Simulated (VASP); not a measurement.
# C in VASP: notebook

C is run at these levels: PBE; tasks: single point.

Program: VASP 6.6.1. These are calculated values, not measurements. Logs are shortened: lines on timing, memory, paths and dates and some standing lists are left out, and cuts for length are marked.

## (1) The cell of the first run

The cell holds a slab with vacuum, 2 atoms: a = 2.467 Å, b = 2.467 Å, c = 20.000 Å, α = 90.00°, β = 90.00°, γ = 120.00°.

## (2) Single point, PBE

The input, INCAR:

```
SYSTEM = C
  ALGO = Normal
  DIPOL = 0.5 0.5 0.500
  EDIFF = 1E-6
  ENCUT = 520
  GGA = PE
  GGA_COMPAT = .False.
  IDIPOL = 3
  ISIF = 2
  ISMEAR = 0
  LASPH = .True.
  LCHARG = .False.
  LDIPOL = .True.
  LREAL = .False.
  LWAVE = .False.
  NBANDS = 11
  NELM = 120
  NELMDL = -8
  PREC = Accurate
  SIGMA = 0.05
```

The input, KPOINTS:

```
k-points
0
Gamma
  6 6 1
  0 0 0
```

The input, POSCAR:

```
C
1.0
    2.4665518600      0.0000000000      0.0000000000
   -1.2332759300      2.1360965710      0.0000000000
    0.0000000000      0.0000000000     20.0000000000
C
2
Direct
    0.0000000000      0.0000000000      0.5000000000
    0.6666666667      0.3333333333      0.5000000000
```

Potentials or basis: VASP PAW PBE potentials, release 64 (C).

Command:

```sh
$ cat potpaw_PBE.64/C/POTCAR > POTCAR
$ mpirun -np 1 vasp_std > vasp.out
```

OUTCAR:

```text
SYSTEM = C
   EDIFF = 1E-6
   ENCUT = 520
   GGA = PE
   ISIF = 2
   ISMEAR = 0
   LASPH = .True.
   LREAL = .False.
   NELM = 120
   NELMDL = -8
   PREC = Accurate

 ion  position               nearest neighbor table
   1  0.000  0.000  0.500-   2 1.42   2 1.42   2 1.42
   2  0.667  0.333  0.500-   1 1.42   1 1.42   1 1.42

  LATTYP: Found a hexagonal cell.
 ALAT       =     2.4665518600
 C/A-ratio  =     8.1084855033

  Lattice vectors:

 A1 = (   2.4665518600,   0.0000000000,   0.0000000000)
 A2 = (  -1.2332759300,   2.1360965710,   0.0000000000)
 A3 = (   0.0000000000,   0.0000000000,  20.0000000000)

Analysis of symmetry for initial positions (statically):
=====================================================================
 Subroutine PRICEL returns:
 Original cell was already a primitive cell.

 Routine SETGRP: Setting up the symmetry group for a
 hexagonal supercell.

 Subroutine GETGRP returns: Found 24 space group operations
 (whereof 12 operations were pure point group operations)
 out of a pool of 24 trial point group operations.

The static configuration has the point symmetry D_3h.
 The point group associated with its full space group is D_6h.

Analysis of symmetry for dynamics (positions and initial velocities):
=====================================================================
 Subroutine PRICEL returns:
 Original cell was already a primitive cell.

 Routine SETGRP: Setting up the symmetry group for a
 hexagonal supercell.

 Subroutine GETGRP returns: Found 24 space group operations
 (whereof 12 operations were pure point group operations)
 out of a pool of 24 trial point group operations.

The dynamic configuration has the point symmetry D_3h.
 The point group associated with its full space group is D_6h.

 Subroutine INISYM returns: Found 24 space group operations
 (whereof 12 operations are pure point group operations),
 and found     1 'primitive' translations

----------------------------------------------------------------------------------------

                                     Primitive cell

  volume of cell :     105.3759

  direct lattice vectors                    reciprocal lattice vectors
     2.466551860  0.000000000  0.000000000     0.405424275  0.234071814  0.000000000
    -1.233275930  2.136096571  0.000000000     0.000000000  0.468143629  0.000000000
     0.000000000  0.000000000 20.000000000     0.000000000  0.000000000  0.050000000

  length of vectors
     2.466551860  2.466551860 20.000000000     0.468143629  0.468143629  0.050000000

  position of ions in fractional coordinates (direct lattice)
     0.000000000  0.000000000  0.500000000
     0.666666667  0.333333333  0.500000000

  ion indices of the primitive-cell ions
   primitive index   ion index
                 1           1
                 2           2

----------------------------------------------------------------------------------------

 KPOINTS: k-points

Automatic generation of k-mesh.
 Grid dimensions read from file:
 generate k-points for:    6    6    1

 Generating k-lattice:

  Cartesian coordinates                     Fractional coordinates (reciprocal lattice)
     0.067570713  0.039011969  0.000000000     0.166666667  0.000000000  0.000000000
     0.000000000  0.078023938  0.000000000     0.000000000  0.166666667  0.000000000
     0.000000000  0.000000000  0.050000000     0.000000000  0.000000000  1.000000000

  Length of vectors
     0.078023938  0.078023938  0.050000000

  Shift w.r.t. Gamma in fractional coordinates (k-lattice)
     0.000000000  0.000000000  0.000000000

 Subroutine IBZKPT returns following result:
 ===========================================

 Found      7 irreducible k-points:

 Following reciprocal coordinates:
            Coordinates               Weight
  0.000000  0.000000  0.000000      1.000000
  0.166667  0.000000  0.000000      6.000000
  0.333333  0.000000  0.000000      6.000000
  0.500000  0.000000  0.000000      3.000000
  0.166667  0.166667  0.000000      6.000000
  0.333333  0.166667  0.000000     12.000000
  0.333333  0.333333  0.000000      2.000000
   k-points           NKPTS =      7   k-points in BZ     NKDIM =      7   number of bands    NBANDS=     11
   number of dos      NEDOS =    301   number of ions     NIONS =      2
   total plane-waves  NPLWV =  48600
   dimension x,y,z NGX =    18 NGY =   18 NGZ =  150
   dimension x,y,z NGXF=    36 NGYF=   36 NGZF=  300
   ions per type =               2
   NGX,Y,Z   is equivalent  to a cutoff of  12.13, 12.13, 12.47 a.u.
   NGXF,Y,Z  is equivalent  to a cutoff of  24.26, 24.26, 24.94 a.u.
 SYSTEM =  C
   PREC   = accura    normal or accurate (medium, high low for compatibility)
   ISTART =      0    job   : 0-new  1-cont  2-samecut
   ICHARG =      2    charge: 1-file 2-atom 10-const
   ISPIN  =      1    spin polarized calculation?
   LNONCOLLINEAR =      F non collinear calculations
   LSORBIT =      F    spin-orbit coupling
   LASPH  =      T    aspherical Exc in radial PAW
   ENCUT  =  520.0 eV  38.22 Ry    6.18 a.u.   4.59  4.59 37.19*2*pi/ulx,y,z
   NELM   =    120;   NELMIN=  2; NELMDL= -8     # of ELM steps
   EDIFF  = 0.1E-05   stopping-criterion for ELM
   LREAL  =      F    real-space projection
   EDIFFG = 0.1E-04   stopping-criterion for IOM
   NSW    =      0    number of steps for IOM
   IBRION =     -1    ionic relax: 0-MD 1-quasi-New 2-CG
   NFREE  =      0    steps in history (QN), initial steepest desc. (CG)
   ISIF   =      2    stress and relaxation
   ISYM   =      2    0-nonsym 1-usesym 2-fastsym
   POTIM  = 0.5000    time-step for ionic-motion
   TEBEG  =    0.0;   TEEND  =   0.0 temperature during run
   PSTRESS=    0.0 pullay stress
   NELECT =       8.0000    total number of electrons
   NUPDOWN=      -1.0000    fix difference up-down
   EMIN   =  10.00;   EMAX   =-10.00  energy-range for DOS
   EFERMI =   0.00;   METHOD = LEGACY
   ISMEAR =     0;   SIGMA  =   0.05  broadening in eV -4-tet -1-fermi 0-gaus
   EFERMI_NEDOS =   21; number of points for ismear=-14 and -15
   IALGO  =     38    algorithm
   IMIX   =      4    mixing-type and parameters
     AMIX     =   0.40;   BMIX     =  1.00
     AMIX_MAG =   1.60;   BMIX_MAG =  1.00
  volume/ion in A,a.u.               =      52.69       355.56
  Fermi-wavevector in a.u.,A,eV,Ry     =   0.693199  1.309956  6.537933  0.480525
  Thomas-Fermi vector in A             =   1.775345
   LORBIT       =      0    0 simple, 1 ext, 2 COOP (PROOUT), +10 PAW based schemes
   GGA     = PE    functional components
   LHFCALC =     F    Hartree Fock is set to
   AEXX    =    0.0000 exact exchange contribution
   IVDW    =     0    specifies the selected vdW correction
   LEPSILON=     F    determine dielectric tensor
   LRPA    =     F    only Hartree local field effects (RPA)
 non-spin polarized calculation
 Gauss-broadening in eV      SIGMA  =   0.05
  energy-cutoff  :      520.00
  volume of cell :      105.38
 maximum number of plane-waves:      2874
   NGX =  9   NGY =  9   NGZ = 75

 dipolmoment           0.000000      0.000000     -0.000000 electrons x Angstroem

 number of electron       7.9999997 magnetization

 dipolmoment           0.000000      0.000000      0.000000 electrons x Angstroem

 Free energy of the ion-electron system (eV)
  ---------------------------------------------------
  ext. energy  EPLUGINS =         0.00000000
  ---------------------------------------------------
  free energy    TOTEN  =       -18.39768344 eV

  energy without entropy =      -18.39454905  energy(sigma->0) =      -18.39611625

 E-fermi :  -2.7438     XC(G=0):  -2.1830

 val. band max:       -2.7437577633   @ k =   0.3333   0.3333   0.0000
 cond. band min:      -2.7437577578   @ k =   0.3333   0.3333   0.0000
 fundamental gap:      0.0000000054
 Fermi energy:        -2.7437577606

 k-point     1 :       0.0000    0.0000    0.0000
  band No.  band energies     occupation
      1     -22.2606      2.00000
      2     -10.3567      2.00000
      3      -5.7893      2.00000
      4      -5.7893      2.00000
      5       0.5160      0.00000
      6       1.3059      0.00000
      7       1.6322      0.00000
      8       2.5813      0.00000
      9       2.9912      0.00000
     10       5.3152      0.00000
     11       5.5576      0.00000

 k-point     2 :       0.1667    0.0000    0.0000
  band No.  band energies     occupation
      1     -21.6064      2.00000
      2      -9.5792      2.00000
      3      -8.0779      2.00000
      4      -6.9189      2.00000
      5       1.4064      0.00000
      6       2.2067      0.00000
      7       2.5451      0.00000
      8       3.4843      0.00000
      9       3.8931      0.00000
     10       5.5539      0.00000
     11       5.5812      0.00000

 k-point     3 :       0.3333    0.0000    0.0000
  band No.  band energies     occupation
      1     -19.6772      2.00000
      2     -12.3780      2.00000
      3      -8.5297      2.00000
      4      -7.3648      2.00000
      5       2.1603      0.00000
      6       4.0582      0.00000
      7       4.9196      0.00000
      8       4.9533      0.00000
      9       5.2898      0.00000
     10       6.1964      0.00000
     11       6.6148      0.00000

 k-point     4 :       0.5000    0.0000    0.0000
  band No.  band energies     occupation
      1     -17.0225      2.00000
      2     -15.9784      2.00000
      3      -9.1638      2.00000
      4      -5.1024      2.00000
      5      -1.0669      0.00000
      6       4.6152      0.00000
      7       8.3645      0.00000
      8       8.5169      0.00000
      9       9.2050      0.00000
     10       9.4073      0.00000
     11       9.8427      0.00000

 k-point     5 :       0.1667    0.1667    0.0000
  band No.  band energies     occupation
      1     -20.3145      2.00000
      2     -10.5138      2.00000
      3      -9.1622      2.00000
      4      -8.0704      2.00000
      5       3.1853      0.00000
      6       3.6264      0.00000
      7       3.9956      0.00000
      8       4.3711      0.00000
      9       5.2804      0.00000
     10       5.6996      0.00000
     11       7.3446      0.00000

 k-point     6 :       0.3333    0.1667    0.0000
  band No.  band energies     occupation
      1     -17.8316      2.00000
      2     -14.1494      2.00000
      3     -10.7931      2.00000
      4      -5.3962      2.00000
      5      -0.2274      0.00000
      6       6.6843      0.00000
      7       7.2723      0.00000
      8       7.4315      0.00000
      9       8.0221      0.00000
     10       8.7396      0.00000
     11       9.3038      0.00000

 k-point     7 :       0.3333    0.3333    0.0000
  band No.  band energies     occupation
      1     -15.3418      2.00000
      2     -15.3418      2.00000
      3     -13.2978      2.00000
      4      -2.7438      1.00000
      5      -2.7438      1.00000
      6       7.8632      0.00000
      7      10.1274      0.00000
      8      10.1274      0.00000
      9      10.7363      0.00000
     10      12.1129      0.00000
     11      12.1482      0.00000

------------------------ aborting loop because EDIFF is reached ----------------------------------------

 vacuum level on the upper side and lower side of the slab       (xc-potential included)        -0.201        -0.201

  FORCE on cell =-STRESS in cart. coord.  units (eV):
  Direction    XX          YY          ZZ          XY          YZ          ZX
  --------------------------------------------------------------------------------------
  -------------------------------------------------------------------------------------
  Total        0.1367668      0.1367668     -0.0109837      0.0000000      0.0000000      0.0000000
  in kB        2.0794583      2.0794583     -0.1670003      0.0000000      0.0000000      0.0000000
  external PRESSURE =       1.3306387 kB  Pullay stress =       0.0000000 kB

 VOLUME and BASIS-vectors are now :
 -----------------------------------------------------------------------------
  energy-cutoff  :      520.00
  volume of cell :      105.38
      direct lattice vectors                 reciprocal lattice vectors
     2.466551860  0.000000000  0.000000000     0.405424275  0.234071814  0.000000000
    -1.233275930  2.136096571  0.000000000     0.000000000  0.468143629  0.000000000
     0.000000000  0.000000000 20.000000000     0.000000000  0.000000000  0.050000000

 POSITION                                       TOTAL-FORCE (eV/Angst)
 -----------------------------------------------------------------------------------
      0.00000      0.00000     10.00000         0.000000     -0.000000      0.000000
      1.23328      0.71203     10.00000        -0.000000      0.000000      0.000000
 -----------------------------------------------------------------------------------
    total drift:                               -0.000000      0.000000      0.000000

  FREE ENERGIE OF THE ION-ELECTRON SYSTEM (eV)
  ---------------------------------------------------
  free  energy   TOTEN  =       -18.3976834402 eV

  energy  without entropy=      -18.3945490536  energy(sigma->0) =      -18.39611625

 vacuum level on the upper side and lower side of the slab         1.392         1.392
```

Run time: 9.5 s. Hardware: 1 thread of AMD EPYC 7R13 (Zen 3), shared host; peak memory 0.15 GiB.

What came out:

```
Free energy            : -18.3977 eV
Band gap on the k mesh : zero (filled and empty bands touch)
```

Caveat: the k points lie up to 0.49 Å⁻¹ apart.

(Part 1 of 2 ends here.)
